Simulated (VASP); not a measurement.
# NaCl (Fm-3m) in VASP: further runs

NaCl is run at these levels: PBE; tasks: single point.

All numbers are computed with VASP 6.6.1; they aren't measurements. Logs are shortened: lines on timing, memory, paths and dates and some standing lists are left out, and cuts for length are marked.

## (1) The cell of the first run

Symmetry: Fm-3m, No. 225, cubic system. The conventional cell has a = 5.640 Å, b = 5.640 Å, c = 5.640 Å, α = 90.00°, β = 90.00°, γ = 90.00°. Na (site symmetry m-3m) has 6 Cl at 2.82 Å within 3.7 Å. Within 3.7 Å of Cl (site symmetry m-3m) lie 6 Na at 2.82 Å.

## (2) Single point, PBE

Input file INCAR:

```
SYSTEM = NaCl
PREC = Accurate
ENCUT = 500
EDIFF = 1E-6
ISMEAR = 0
SIGMA = 0.01
LREAL = .False.
LASPH = .True.
NELM = 120
ALGO = Normal
ISIF = 2
LWAVE = .False.
LCHARG = .False.
GGA = PE
NBANDS = 14
GGA_COMPAT = .False.
```

Input file KPOINTS:

```
Automatic mesh
0
Gamma
  4 4 4
  0 0 0
```

Input file POSCAR:

```
NaCl
1.0
    0.0000000000      2.8200000000      2.8200000000
    2.8200000000      0.0000000000      2.8200000000
    2.8200000000      2.8200000000      0.0000000000
Na Cl
1 1
Direct
    0.0000000000      0.0000000000      0.0000000000
    0.5000000000      0.5000000000      0.5000000000
```

Potentials or basis: VASP PAW PBE potentials, release 64 (Na_pv, Cl).

Started as:

```sh
cat potpaw_PBE.64/Na_pv/POTCAR potpaw_PBE.64/Cl/POTCAR > POTCAR
mpirun -np 1 vasp_std > vasp.out
```

OUTCAR:

```text
SYSTEM = NaCl
   PREC = Accurate
   ENCUT = 500
   EDIFF = 1E-6
   ISMEAR = 0
   LREAL = .False.
   LASPH = .True.
   NELM = 120
   ISIF = 2
   GGA = PE

 ion  position               nearest neighbor table
   1  0.000  0.000  0.000-
   2  0.500  0.500  0.500-

  LATTYP: Found a face centered cubic cell.
 ALAT       =     5.6400000000

  Lattice vectors:

 A1 = (   0.0000000000,   2.8200000000,   2.8200000000)
 A2 = (   2.8200000000,   0.0000000000,   2.8200000000)
 A3 = (   2.8200000000,   2.8200000000,   0.0000000000)

Analysis of symmetry for initial positions (statically):
=====================================================================
 Subroutine PRICEL returns:
 Original cell was already a primitive cell.

 Routine SETGRP: Setting up the symmetry group for a
 face centered cubic supercell.

 Subroutine GETGRP returns: Found 48 space group operations
 (whereof 48 operations were pure point group operations)
 out of a pool of 48 trial point group operations.

The static configuration has the point symmetry O_h .

Analysis of symmetry for dynamics (positions and initial velocities):
=====================================================================
 Subroutine PRICEL returns:
 Original cell was already a primitive cell.

 Routine SETGRP: Setting up the symmetry group for a
 face centered cubic supercell.

 Subroutine GETGRP returns: Found 48 space group operations
 (whereof 48 operations were pure point group operations)
 out of a pool of 48 trial point group operations.

The dynamic configuration has the point symmetry O_h .

 Subroutine INISYM returns: Found 48 space group operations
 (whereof 48 operations are pure point group operations),
 and found     1 'primitive' translations

----------------------------------------------------------------------------------------

                                     Primitive cell

  volume of cell :      44.8515

  direct lattice vectors                    reciprocal lattice vectors
     0.000000000  2.820000000  2.820000000    -0.177304965  0.177304965  0.177304965
     2.820000000  0.000000000  2.820000000     0.177304965 -0.177304965  0.177304965
     2.820000000  2.820000000  0.000000000     0.177304965  0.177304965 -0.177304965

  length of vectors
     3.988082246  3.988082246  3.988082246     0.307101207  0.307101207  0.307101207

  position of ions in fractional coordinates (direct lattice)
     0.000000000  0.000000000  0.000000000
     0.500000000  0.500000000  0.500000000

  ion indices of the primitive-cell ions
   primitive index   ion index
                 1           1
                 2           2

----------------------------------------------------------------------------------------

 KPOINTS: Automatic mesh

Automatic generation of k-mesh.
 Grid dimensions read from file:
 generate k-points for:    4    4    4

 Generating k-lattice:

  Cartesian coordinates                     Fractional coordinates (reciprocal lattice)
    -0.044326241  0.044326241  0.044326241     0.250000000  0.000000000  0.000000000
     0.044326241 -0.044326241  0.044326241     0.000000000  0.250000000  0.000000000
     0.044326241  0.044326241 -0.044326241     0.000000000  0.000000000  0.250000000

  Length of vectors
     0.076775302  0.076775302  0.076775302

  Shift w.r.t. Gamma in fractional coordinates (k-lattice)
     0.000000000  0.000000000  0.000000000

 Subroutine IBZKPT returns following result:
 ===========================================

 Found      8 irreducible k-points:

 Following reciprocal coordinates:
            Coordinates               Weight
  0.000000  0.000000  0.000000      1.000000
  0.250000  0.000000  0.000000      8.000000
  0.500000  0.000000  0.000000      4.000000
  0.250000  0.250000  0.000000      6.000000
  0.500000  0.250000  0.000000     24.000000
 -0.250000  0.250000  0.000000     12.000000
  0.500000  0.500000  0.000000      3.000000
 -0.250000  0.500000  0.250000      6.000000
   k-points           NKPTS =      8   k-points in BZ     NKDIM =      8   number of bands    NBANDS=     14
   number of dos      NEDOS =    301   number of ions     NIONS =      2
   total plane-waves  NPLWV =  27000
   dimension x,y,z NGX =    30 NGY =   30 NGZ =   30
   dimension x,y,z NGXF=    60 NGYF=   60 NGZF=   60
   ions per type =               1   1
   NGX,Y,Z   is equivalent  to a cutoff of  12.51, 12.51, 12.51 a.u.
   NGXF,Y,Z  is equivalent  to a cutoff of  25.01, 25.01, 25.01 a.u.
 SYSTEM =  NaCl
   PREC   = accura    normal or accurate (medium, high low for compatibility)
   ISTART =      0    job   : 0-new  1-cont  2-samecut
   ICHARG =      2    charge: 1-file 2-atom 10-const
   ISPIN  =      1    spin polarized calculation?
   LNONCOLLINEAR =      F non collinear calculations
   LSORBIT =      F    spin-orbit coupling
   LASPH  =      T    aspherical Exc in radial PAW
   ENCUT  =  500.0 eV  36.75 Ry    6.06 a.u.   7.27  7.27  7.27*2*pi/ulx,y,z
   NELM   =    120;   NELMIN=  2; NELMDL= -5     # of ELM steps
   EDIFF  = 0.1E-05   stopping-criterion for ELM
   LREAL  =      F    real-space projection
   EDIFFG = 0.1E-04   stopping-criterion for IOM
   NSW    =      0    number of steps for IOM
   IBRION =     -1    ionic relax: 0-MD 1-quasi-New 2-CG
   NFREE  =      0    steps in history (QN), initial steepest desc. (CG)
   ISIF   =      2    stress and relaxation
   ISYM   =      2    0-nonsym 1-usesym 2-fastsym
   POTIM  = 0.5000    time-step for ionic-motion
   TEBEG  =    0.0;   TEEND  =   0.0 temperature during run
   PSTRESS=    0.0 pullay stress
   NELECT =      14.0000    total number of electrons
   NUPDOWN=      -1.0000    fix difference up-down
   EMIN   =  10.00;   EMAX   =-10.00  energy-range for DOS
   EFERMI =   0.00;   METHOD = LEGACY
   ISMEAR =     0;   SIGMA  =   0.01  broadening in eV -4-tet -1-fermi 0-gaus
   EFERMI_NEDOS =   21; number of points for ismear=-14 and -15
   IALGO  =     38    algorithm
   IMIX   =      4    mixing-type and parameters
     AMIX     =   0.40;   BMIX     =  1.00
     AMIX_MAG =   1.60;   BMIX_MAG =  1.00
  volume/ion in A,a.u.               =      22.43       151.34
  Fermi-wavevector in a.u.,A,eV,Ry     =   1.110517  2.098572 16.779347  1.233247
  Thomas-Fermi vector in A             =   2.247069
   LORBIT       =      0    0 simple, 1 ext, 2 COOP (PROOUT), +10 PAW based schemes
   GGA     = PE    functional components
   LHFCALC =     F    Hartree Fock is set to
   AEXX    =    0.0000 exact exchange contribution
   IVDW    =     0    specifies the selected vdW correction
   LEPSILON=     F    determine dielectric tensor
   LRPA    =     F    only Hartree local field effects (RPA)
 non-spin polarized calculation
 Gauss-broadening in eV      SIGMA  =   0.01
  energy-cutoff  :      500.00
  volume of cell :       44.85
 maximum number of plane-waves:      1158
 NGX is ok and might be reduce to    30
   NGX = 15   NGY = 15   NGZ = 15

 number of electron      13.9999997 magnetization

 Free energy of the ion-electron system (eV)
  ---------------------------------------------------
  ext. energy  EPLUGINS =         0.00000000
  ---------------------------------------------------
  free energy    TOTEN  =        -6.77278641 eV

  energy without entropy =       -6.77278641  energy(sigma->0) =       -6.77278641

 E-fermi :  -0.6296     XC(G=0):  -8.1655

 val. band max:       -0.7292614699   @ k =   0.0000   0.0000   0.0000
 cond. band min:       4.3763615083   @ k =   0.0000   0.0000   0.0000
 fundamental gap:      5.1056229782
 Fermi energy:        -0.6296321254

 k-point     1 :       0.0000    0.0000    0.0000
  band No.  band energies     occupation
      1     -21.5513      2.00000
      2     -21.5513      2.00000
      3     -21.5513      2.00000
      4     -13.3880      2.00000
      5      -0.7293      2.00000
      6      -0.7293      2.00000
      7      -0.7293      2.00000
      8       4.3764      0.00000
      9      10.3897      0.00000
     10      10.3897      0.00000
     11      10.3897      0.00000
     12      12.5504      0.00000
     13      12.5504      0.00000
     14      14.1576      0.00000

 k-point     2 :       0.2500    0.0000    0.0000
  band No.  band energies     occupation
      1     -21.5660      2.00000
      2     -21.5524      2.00000
      3     -21.5524      2.00000
      4     -13.2244      2.00000
      5      -1.8252      2.00000
      6      -0.8651      2.00000
      7      -0.8651      2.00000
      8       5.8487      0.00000
      9       9.2839      0.00000
     10      10.6679      0.00000
     11      10.6679      0.00000
     12      12.5041      0.00000
     13      12.5041      0.00000
     14      14.8859      0.00000

 k-point     3 :       0.5000    0.0000    0.0000
  band No.  band energies     occupation
      1     -21.5805      2.00000
      2     -21.5535      2.00000
      3     -21.5535      2.00000
      4     -13.0511      2.00000
      5      -2.6530      2.00000
      6      -0.9928      2.00000
      7      -0.9928      2.00000
      8       6.5430      0.00000
      9       9.8942      0.00000
     10      10.2418      0.00000
     11      10.2418      0.00000
     12      14.2553      0.00000
     13      15.4370      0.00000
     14      15.4370      0.00000
[... 52 lines left out ...]
 k-point     7 :       0.5000    0.5000    0.0000
  band No.  band energies     occupation
      1     -21.5714      2.00000
      2     -21.5594      2.00000
      3     -21.5594      2.00000
      4     -13.0037      2.00000
      5      -2.3873      2.00000
      6      -1.3246      2.00000
      7      -1.3246      2.00000
      8       6.8042      0.00000
      9       7.3489      0.00000
     10      10.5898      0.00000
     11      14.0456      0.00000
     12      14.0456      0.00000
     13      14.5509      0.00000
     14      16.2974      0.00000

 k-point     8 :      -0.2500    0.5000    0.2500
  band No.  band energies     occupation
      1     -21.5654      2.00000
      2     -21.5654      2.00000
      3     -21.5615      2.00000
      4     -12.9866      2.00000
      5      -1.9139      2.00000
      6      -1.9139      2.00000
      7      -1.4818      2.00000
      8       8.0956      0.00000
      9       8.9739      0.00000
     10       8.9739      0.00000
     11      10.6271      0.00000
     12      14.9800      0.00000
     13      14.9800      0.00000
     14      15.5538      0.00000

------------------------ aborting loop because EDIFF is reached ----------------------------------------

  FORCE on cell =-STRESS in cart. coord.  units (eV):
  Direction    XX          YY          ZZ          XY          YZ          ZX
  --------------------------------------------------------------------------------------
  -------------------------------------------------------------------------------------
  Total        0.2006865      0.2006865      0.2006865     -0.0000000     -0.0000000      0.0000000
  in kB        7.1688806      7.1688806      7.1688806     -0.0000000     -0.0000000      0.0000000
  external PRESSURE =       7.1688806 kB  Pullay stress =       0.0000000 kB

 VOLUME and BASIS-vectors are now :
 -----------------------------------------------------------------------------
  energy-cutoff  :      500.00
  volume of cell :       44.85
      direct lattice vectors                 reciprocal lattice vectors
     0.000000000  2.820000000  2.820000000    -0.177304965  0.177304965  0.177304965
     2.820000000  0.000000000  2.820000000     0.177304965 -0.177304965  0.177304965
     2.820000000  2.820000000  0.000000000     0.177304965  0.177304965 -0.177304965

 POSITION                                       TOTAL-FORCE (eV/Angst)
 -----------------------------------------------------------------------------------
      0.00000      0.00000      0.00000        -0.000000     -0.000000     -0.000000
      2.82000      2.82000      2.82000         0.000000      0.000000      0.000000
 -----------------------------------------------------------------------------------
    total drift:                               -0.000000      0.000000      0.000000

  FREE ENERGIE OF THE ION-ELECTRON SYSTEM (eV)
  ---------------------------------------------------
  free  energy   TOTEN  =        -6.7727864115 eV

  energy  without entropy=       -6.7727864115  energy(sigma->0) =       -6.77278641
```

It took 3.5 s on 1 thread of AMD EPYC 9R45 (Zen 5), shared host; peak memory 0.12 GiB.

Results:

* Free energy: -6.7728 eV
* Pressure: 0.7 GPa
* Band gap on the k mesh: 5.11 eV, direct

Caveat: the k points lie up to 0.48 Å⁻¹ apart.

(Continued in part 2 of 2.)
